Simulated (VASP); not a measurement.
# Si2Ni (Fm-3m) in VASP: notebook

The runs below take Si2Ni through single point, with PBE+D3(BJ), PBE+D4, revPBE.

Program: VASP 6.6.1. These are calculated values, not measurements. Logs are shortened: lines on timing, memory, paths and dates and some standing lists are left out, and cuts for length are marked.

## (1) The cell of the first run

The structure is cubic, space group Fm-3m (No. 225). Conventional cell: a = 5.444 Å, b = 5.444 Å, c = 5.444 Å, α = 90.00°, β = 90.00°, γ = 90.00°. Within 3.1 Å of Si (site symmetry -43m) lie 4 Ni at 2.36 Å and 6 Si at 2.72 Å. Within 3.1 Å of Ni (site symmetry m-3m) lie 8 Si at 2.36 Å.

## (2) Single point, PBE+D3(BJ), collinear spin (13.45 Å³/atom)

File INCAR:

```
SYSTEM = Si2Ni
PREC     = Accurate       ! precision mode
ENCUT    = 520            ! plane-wave cutoff, eV
EDIFF    = 1E-7           ! SCF threshold, eV
ISMEAR   = 0              ! smearing method
SIGMA    = 0.05           ! smearing width, eV
LREAL    = .False.        ! projectors in reciprocal space
LASPH    = .True.         ! aspherical terms in the spheres
NELM     = 150            ! most SCF steps
ALGO     = Normal         ! electronic algorithm
ISIF     = 2              ! what is computed and relaxed
LWAVE    = .False.        ! write WAVECAR
LCHARG   = .False.        ! write CHGCAR
ISPIN    = 2              ! spin polarisation
MAGMOM   = 0 0 0.05       ! initial moments
LORBIT   = 11             ! projections on sites
LMAXMIX  = 4              ! l up to which the mixer works
GGA      = PE             ! functional
IVDW     = 12             ! dispersion correction
NBANDS   = 20             ! bands
```

File KPOINTS:

```
regular mesh
0
Gamma
  8 8 8
  0 0 0
```

File POSCAR:

```
Si2Ni
1.0
    0.0000000000      2.7221196941      2.7221196941
    2.7221196941      0.0000000000      2.7221196941
    2.7221196941      2.7221196941      0.0000000000
Si Ni
2 1
Direct
    0.2500000000      0.2500000000      0.2500000000
    0.7500000000      0.7500000000      0.7500000000
    0.0000000000      0.0000000000      0.0000000000
```

Potentials or basis: VASP PAW PBE potentials, release 64 (Si, Ni).

On the command line:

```console
$ cat potpaw_PBE.64/Si/POTCAR potpaw_PBE.64/Ni/POTCAR > POTCAR
$ mpirun -np 1 vasp_std > vasp.out
```

OUTCAR:

```text
SYSTEM = Si2Ni
   PREC = Accurate
   ENCUT = 520
   EDIFF = 1E-7
   ISMEAR = 0
   LREAL = .False.
   LASPH = .True.
   NELM = 150
   ISIF = 2
   ISPIN = 2
   LORBIT = 11
   GGA = PE
   IVDW = 12
 IVDW          = 12

 ion  position               nearest neighbor table
   1  0.250  0.250  0.250-   3 2.36   3 2.36   3 2.36   3 2.36   2 2.72   2 2.72   2 2.72   2 2.72
                             2 2.72   2 2.72
   2  0.750  0.750  0.750-   3 2.36   3 2.36   3 2.36   3 2.36   1 2.72   1 2.72   1 2.72   1 2.72
                             1 2.72   1 2.72
   3  0.000  0.000  0.000-   2 2.36   2 2.36   2 2.36   1 2.36   2 2.36   1 2.36   1 2.36   1 2.36

  LATTYP: Found a face centered cubic cell.
 ALAT       =     5.4442393882

  Lattice vectors:

 A1 = (   0.0000000000,   2.7221196941,   2.7221196941)
 A2 = (   2.7221196941,   0.0000000000,   2.7221196941)
 A3 = (   2.7221196941,   2.7221196941,   0.0000000000)

Analysis of symmetry for initial positions (statically):
=====================================================================
 Subroutine PRICEL returns:
 Original cell was already a primitive cell.

 Routine SETGRP: Setting up the symmetry group for a
 face centered cubic supercell.

 Subroutine GETGRP returns: Found 48 space group operations
 (whereof 48 operations were pure point group operations)
 out of a pool of 48 trial point group operations.

The static configuration has the point symmetry O_h .

Analysis of symmetry for dynamics (positions and initial velocities):
=====================================================================
 Subroutine PRICEL returns:
 Original cell was already a primitive cell.

 Routine SETGRP: Setting up the symmetry group for a
 face centered cubic supercell.

 Subroutine GETGRP returns: Found 48 space group operations
 (whereof 48 operations were pure point group operations)
 out of a pool of 48 trial point group operations.

The dynamic configuration has the point symmetry O_h .

Analysis of structural, dynamic, and magnetic symmetry:
=====================================================================
 Subroutine PRICEL returns:
 Original cell was already a primitive cell.

 Routine SETGRP: Setting up the symmetry group for a
 face centered cubic supercell.

 Subroutine GETGRP returns: Found 48 space group operations
 (whereof 48 operations were pure point group operations)
 out of a pool of 48 trial point group operations.

The overall configuration has the point symmetry O_h .

 Subroutine INISYM returns: Found 48 space group operations
 (whereof 48 operations are pure point group operations),
 and found     1 'primitive' translations

----------------------------------------------------------------------------------------

                                     Primitive cell

  volume of cell :      40.3415

  direct lattice vectors                    reciprocal lattice vectors
     0.000000000  2.722119694  2.722119694    -0.183680387  0.183680387  0.183680387
     2.722119694  0.000000000  2.722119694     0.183680387 -0.183680387  0.183680387
     2.722119694  2.722119694  0.000000000     0.183680387  0.183680387 -0.183680387

  length of vectors
     3.849658590  3.849658590  3.849658590     0.318143763  0.318143763  0.318143763

  position of ions in fractional coordinates (direct lattice)
     0.250000000  0.250000000  0.250000000
     0.750000000  0.750000000  0.750000000
     0.000000000  0.000000000  0.000000000

  ion indices of the primitive-cell ions
   primitive index   ion index
                 1           1
                 2           2
                 3           3

----------------------------------------------------------------------------------------

 KPOINTS: regular mesh

Automatic generation of k-mesh.
 Grid dimensions read from file:
 generate k-points for:    8    8    8

 Generating k-lattice:

  Cartesian coordinates                     Fractional coordinates (reciprocal lattice)
    -0.022960048  0.022960048  0.022960048     0.125000000  0.000000000  0.000000000
     0.022960048 -0.022960048  0.022960048     0.000000000  0.125000000  0.000000000
     0.022960048  0.022960048 -0.022960048     0.000000000  0.000000000  0.125000000

  Length of vectors
     0.039767970  0.039767970  0.039767970

  Shift w.r.t. Gamma in fractional coordinates (k-lattice)
     0.000000000  0.000000000  0.000000000

 Subroutine IBZKPT returns following result:
 ===========================================

 Found     29 irreducible k-points:

 Following reciprocal coordinates:
            Coordinates               Weight
  0.000000  0.000000  0.000000      1.000000
  0.125000  0.000000  0.000000      8.000000
  0.250000  0.000000  0.000000      8.000000
  0.375000  0.000000  0.000000      8.000000
  0.500000  0.000000  0.000000      4.000000
  0.125000  0.125000  0.000000      6.000000
[... 16 lines left out ...]
  0.500000  0.250000  0.125000     48.000000
 -0.375000  0.250000  0.125000     24.000000
 [... further k-points ...]
   k-points           NKPTS =     29   k-points in BZ     NKDIM =     29   number of bands    NBANDS=     20
   number of dos      NEDOS =    301   number of ions     NIONS =      3
   total plane-waves  NPLWV =  27000
   dimension x,y,z NGX =    30 NGY =   30 NGZ =   30
   dimension x,y,z NGXF=    60 NGYF=   60 NGZF=   60
   ions per type =               2   1
   NGX,Y,Z   is equivalent  to a cutoff of  12.96, 12.96, 12.96 a.u.
   NGXF,Y,Z  is equivalent  to a cutoff of  25.91, 25.91, 25.91 a.u.
 SYSTEM =  Si2Ni
   PREC   = accura    normal or accurate (medium, high low for compatibility)
   ISTART =      0    job   : 0-new  1-cont  2-samecut
   ICHARG =      2    charge: 1-file 2-atom 10-const
   ISPIN  =      2    spin polarized calculation?
   LNONCOLLINEAR =      F non collinear calculations
   LSORBIT =      F    spin-orbit coupling
   LASPH  =      T    aspherical Exc in radial PAW
   ENCUT  =  520.0 eV  38.22 Ry    6.18 a.u.   7.16  7.16  7.16*2*pi/ulx,y,z
   NELM   =    150;   NELMIN=  2; NELMDL= -5     # of ELM steps
   EDIFF  = 0.1E-06   stopping-criterion for ELM
   LREAL  =      F    real-space projection
   EDIFFG = 0.1E-05   stopping-criterion for IOM
   NSW    =      0    number of steps for IOM
   IBRION =     -1    ionic relax: 0-MD 1-quasi-New 2-CG
   NFREE  =      0    steps in history (QN), initial steepest desc. (CG)
   ISIF   =      2    stress and relaxation
   ISYM   =      2    0-nonsym 1-usesym 2-fastsym
   POTIM  = 0.5000    time-step for ionic-motion
   TEBEG  =    0.0;   TEEND  =   0.0 temperature during run
   PSTRESS=    0.0 pullay stress
   NELECT =      18.0000    total number of electrons
   NUPDOWN=      -1.0000    fix difference up-down
   EMIN   =  10.00;   EMAX   =-10.00  energy-range for DOS
   EFERMI =   0.00;   METHOD = LEGACY
   ISMEAR =     0;   SIGMA  =   0.05  broadening in eV -4-tet -1-fermi 0-gaus
   EFERMI_NEDOS =   21; number of points for ismear=-14 and -15
   IALGO  =     38    algorithm
   IMIX   =      4    mixing-type and parameters
     AMIX     =   0.40;   BMIX     =  1.00
     AMIX_MAG =   1.60;   BMIX_MAG =  1.00
  volume/ion in A,a.u.               =      13.45        90.75
  Fermi-wavevector in a.u.,A,eV,Ry     =   1.250974  2.363999 21.292263  1.564937
  Thomas-Fermi vector in A             =   2.384944
   LORBIT       =     11    0 simple, 1 ext, 2 COOP (PROOUT), +10 PAW based schemes
   GGA     = PE    functional components
   LHFCALC =     F    Hartree Fock is set to
   AEXX    =    0.0000 exact exchange contribution
   IVDW    =    12    specifies the selected vdW correction
   LEPSILON=     F    determine dielectric tensor
   LRPA    =     F    only Hartree local field effects (RPA)
 spin polarized calculation
 Gauss-broadening in eV      SIGMA  =   0.05
  energy-cutoff  :      520.00
  volume of cell :       40.34
 maximum number of plane-waves:      1106
 NGX is ok and might be reduce to    30
   NGX = 15   NGY = 15   NGZ = 15

 number of electron      17.9999991 magnetization      -0.0000264

 number of electron      17.9999991 magnetization       0.0000270

 Free energy of the ion-electron system (eV)
  ---------------------------------------------------
  ext. energy  EPLUGINS =         0.00000000
  ---------------------------------------------------
  free energy    TOTEN  =       -17.36233236 eV

  energy without entropy =      -17.35877480  energy(sigma->0) =      -17.36055358

 E-fermi :  10.0408     XC(G=0): -11.4895

 val. band max:       10.0373690690   @ k =   0.1250   0.1250   0.0000
 cond. band min:      10.0440216919   @ k =   0.2500   0.0000   0.0000
 fundamental gap:      0.0066526229
 Fermi energy:        10.0408247212

 spin component 1

 k-point     1 :       0.0000    0.0000    0.0000
  band No.  band energies     occupation
      1      -3.5084      1.00000
      2       5.0735      1.00000
      3       5.0735      1.00000
      4       5.0735      1.00000
      5       6.7402      1.00000
      6       6.7402      1.00000
[... 12 lines left out ...]
     19      19.2517      0.00000
     20      22.7060      0.00000

 k-point     2 :       0.1250    0.0000    0.0000
  band No.  band energies     occupation
      1      -3.2807      1.00000
      2       4.5979      1.00000
      3       5.1444      1.00000
      4       5.1444      1.00000
      5       6.7016      1.00000
      6       6.7016      1.00000
[... 12 lines left out ...]
     19      20.2699      0.00000
     20      23.4534      0.00000
[... 465 lines left out ...]
      3       4.6615      1.00000
      4       5.4199      1.00000
      5       5.9139      1.00000
      6       6.5916      1.00000
[... 12 lines left out ...]
     19      23.6043      0.00000
     20      25.6230      0.00000

 k-point    24 :      -0.3750    0.2500    0.1250
  band No.  band energies     occupation
      1       0.2525      1.00000
      2       0.6731      1.00000
      3       4.6888      1.00000
      4       5.0503      1.00000
      5       5.9895      1.00000
      6       6.7072      1.00000
[... 12 lines left out ...]
     19      24.0310      0.00000
     20      24.6851      0.00000

 [... further k-points ...]

 spin component 2

 k-point     1 :       0.0000    0.0000    0.0000
  band No.  band energies     occupation
      1      -3.5084      1.00000
      2       5.0735      1.00000
      3       5.0735      1.00000
      4       5.0735      1.00000
      5       6.7402      1.00000
      6       6.7402      1.00000
[... 12 lines left out ...]
     19      19.2517      0.00000
     20      22.7061      0.00000

 k-point     2 :       0.1250    0.0000    0.0000
  band No.  band energies     occupation
      1      -3.2807      1.00000
      2       4.5979      1.00000
      3       5.1444      1.00000
      4       5.1444      1.00000
      5       6.7016      1.00000
      6       6.7016      1.00000
[... 12 lines left out ...]
     19      20.2700      0.00000
     20      23.4534      0.00000
[... 465 lines left out ...]
      3       4.6615      1.00000
      4       5.4199      1.00000
      5       5.9139      1.00000
      6       6.5916      1.00000
[... 12 lines left out ...]
     19      23.6043      0.00000
     20      25.6230      0.00000

 k-point    24 :      -0.3750    0.2500    0.1250
  band No.  band energies     occupation
      1       0.2525      1.00000
      2       0.6731      1.00000
      3       4.6888      1.00000
      4       5.0503      1.00000
      5       5.9895      1.00000
      6       6.7071      1.00000
[... 12 lines left out ...]
     19      24.0310      0.00000
     20      24.6836      0.00000

 [... further k-points ...]

------------------------ aborting loop because EDIFF is reached ----------------------------------------

 Edisp (eV)   -1.30691

 E8    (eV) :    -0.5476

  FORCE on cell =-STRESS in cart. coord.  units (eV):
  Direction    XX          YY          ZZ          XY          YZ          ZX
  --------------------------------------------------------------------------------------
  -------------------------------------------------------------------------------------
  Total      -1.32451    -1.32451    -1.32451     0.00000    -0.00000    -0.00000
  in kB     -52.60330   -52.60330   -52.60330     0.00000    -0.00000    -0.00000
  external pressure =      -52.60 kB  Pullay stress =        0.00 kB

 VOLUME and BASIS-vectors are now :
 -----------------------------------------------------------------------------
  energy-cutoff  :      520.00
  volume of cell :       40.34
      direct lattice vectors                 reciprocal lattice vectors
     0.000000000  2.722119694  2.722119694    -0.183680387  0.183680387  0.183680387
     2.722119694  0.000000000  2.722119694     0.183680387 -0.183680387  0.183680387
     2.722119694  2.722119694  0.000000000     0.183680387  0.183680387 -0.183680387

 POSITION                                       TOTAL-FORCE (eV/Angst)
 -----------------------------------------------------------------------------------
      1.36106      1.36106      1.36106        -0.000000     -0.000000     -0.000000
      4.08318      4.08318      4.08318         0.000000      0.000000      0.000000
      0.00000      0.00000      0.00000        -0.000000     -0.000000      0.000000
 -----------------------------------------------------------------------------------
    total drift:                                0.000000     -0.000000     -0.000000

  FREE ENERGIE OF THE ION-ELECTRON SYSTEM (eV)
  ---------------------------------------------------
  free  energy   TOTEN  =       -18.6692435283 eV

  energy  without entropy=      -18.6656859708  energy(sigma->0) =      -18.66746475

 total charge

# of ion       s       p       d       tot
------------------------------------------
    1        0.744   0.831   0.000   1.575
    2        0.744   0.831   0.000   1.575
    3        0.549   0.772   8.434   9.754
--------------------------------------------------
tot          2.036   2.433   8.434  12.904

 magnetization (x)

# of ion       s       p       d       tot
------------------------------------------
    1        0.000  -0.000   0.000   0.000
    2        0.000  -0.000   0.000   0.000
    3        0.000  -0.000  -0.000  -0.000
--------------------------------------------------
tot          0.000  -0.000  -0.000  -0.000
```

Run time: 87 s. Hardware: 1 thread of Intel Xeon 8259CL, shared host; peak memory 0.21 GiB.

Results:

| Quantity | Value |
| --- | --- |
| Free energy | -18.6692 eV |
| Pressure | -5.3 GPa |
| Band gap on the k mesh | zero (filled and empty bands overlap) |
| Net moment | 0.00 μB per cell |
| Valence electrons inside the program's atomic spheres | Si 1.57; Ni 9.75 |
| Dispersion energy per atom | -0.436 eV |

Caveat: the cell stands under tension.

[end of part 1 of 2]
